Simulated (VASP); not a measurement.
Input of a VASP 6.6.1 run:

File INCAR:

```
ALGO = Normal
EDIFF = 1E-6
ENCUT = 520
GGA = PS
ISIF = 2
ISMEAR = 0
LASPH = T
LCHARG = F
LREAL = F
LWAVE = F
NBANDS = 12
NELM = 100
PREC = Accurate
SIGMA = 0.15
```

KPOINTS

```
k-points
0
Gamma
  18 18 18
```

File POSCAR:

```
P
1.0
    1.6978860328      0.9802749581      3.2331520973
   -1.6978860328      0.9802749581      3.2331520973
    0.0000000000     -1.9605499161      3.2331520973
P
2
Direct
    0.2270802500      0.2270802500      0.2270802500
    0.7729197500      0.7729197500      0.7729197500
```

Potentials or basis: VASP PAW PBE potentials, release 64 (P).

The run is started by

```sh
$ cat potpaw_PBE.64/P/POTCAR > POTCAR
$ mpirun -np 1 vasp_std > vasp.out
```

(1) What does it give for the band gap on the k mesh?

(2) Estimate the pressure.

(3) Estimate the largest force.

Results:

(1) zero (bands 5 and 6 overlap by 1.23 eV).

(2) -0.6 GPa.

(3) 0.179 eV/Å.

Caveat: the PAW data sets were made with another functional, which shifts forces and pressure a little.
